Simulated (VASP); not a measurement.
BN: single point with r2SCAN

The system is BN.

```
B N
1.0
     0.00000    1.78678    1.81256
     1.78678    0.00000    1.81256
     1.78678    1.78678    0.00000
B N
1 1
Direct
  0.00000 0.00000 0.00000
  0.25000 0.25000 0.25000
```

This cell differs from its parent crystal: epitaxial xy strain -1.0%.

```
Program             : VASP 6.6.1
Task                : single point
Functional          : r2SCAN
Potentials or basis : VASP PAW PBE potentials, release 64 (B, N)
Cutoff              : 520 eV
k mesh              : 12 × 12 × 12
Occupations         : gaussian, width 0.01 eV
Spin                : no spin polarisation
```

```json
{
 "Pressure": "7.6 GPa",
 "Band gap on the k mesh": "4.87 eV, indirect (least direct gap 9.54 eV)"
}
```

Stress tensor (GPa, compression positive):
```
10.78  0.00  0.00
 0.00 10.78  0.00
 0.00  0.00  1.19
```

Levels at points of the mesh, in eV from the valence-band top:
| k point | band 2 | band 3 | band 4 | band 5 | band 6 | band 7 |
| --- | --- | --- | --- | --- | --- | --- |
| (0.00, 0.00, 0.00) | -0.15 | 0.00 | 0.00 | 9.54 | 9.54 | 9.65 |
| (0.50, 0.00, 0.00) | -11.32 | -2.22 | -1.99 | 10.88 | 11.57 | 11.62 |
| (0.50, 0.50, 0.00) | -9.65 | -5.11 | -5.11 | 5.13 | 10.12 | 19.51 |
| (0.50, 0.00, 0.50) | -9.43 | -5.32 | -5.31 | 4.87 | 9.77 | 19.42 |

Run time: 61 s on 1 thread of Intel Xeon 6975P-C, with other jobs on the host, peak memory 0.14 GiB.

Caveat: the cell differs from its parent crystal (epitaxial xy strain -1.0%); the PAW data sets were made with another functional, which shifts forces and pressure a little. A k mesh can miss the band edges.
